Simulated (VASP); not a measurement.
Write the native input for VASP 6.6.1 that does the following.

| Property | Result |
| --- | --- |
| Task | single point |
| Functional | LDA |
| Potentials or basis | VASP PAW LDA potentials, release 64 (Sn_d) |
| Cutoff | 520 eV |
| k mesh | 11 × 11 × 11 |
| Occupations | fermi-dirac, width 0.05 eV |
| Spin | no spin polarisation |
| Dipole correction | no |
| Further INCAR settings | ALGO = Normal; EDIFF = 1e-07; NBANDS = 13 |

The structure of Sn lies in POSCAR:

```
Sn
1.0
   -1.7604013028      1.8103704880      2.3842034864
    1.7604013028     -1.8103704880      2.3842034864
    1.7604013028      1.8103704880     -2.3842034864
Sn
1
Direct
    0.0000000000      0.0000000000      0.0000000000
```

One way to write it, as run:

INCAR

```
SYSTEM = Sn
PREC = Accurate
ENCUT = 520
EDIFF = 1E-7
ISMEAR = -1
SIGMA = 0.05
LREAL = .FALSE.
LASPH = .TRUE.
NELM = 100
ALGO = Normal
ISIF = 2
LWAVE = .FALSE.
LCHARG = .FALSE.
GGA = CA
NBANDS = 13
```

KPOINTS

```
Automatic mesh
0
G
  11 11 11
  0 0 0
```

Potentials or basis: VASP PAW LDA potentials, release 64 (Sn_d).

Launch:

```sh
$ cat potpaw_LDA.64/Sn_d/POTCAR > POTCAR
$ mpirun -np 1 vasp_std > vasp.out
```

It gave:

```yaml
Pressure: -6.6 GPa
Band_gap_on_the_k_mesh: zero (bands 7 and 8 overlap by 8.07 eV)
```

Caveat: the cell stands under tension; spin-orbit coupling is left out, which moves the levels of the heavy elements.

It took 89 s on 1 thread of Intel(R) Xeon(R) Platinum 8259CL CPU @ 2.50GHz (Skylake/Cascade Lake), with other jobs on the host, peak memory 0.2 GiB.
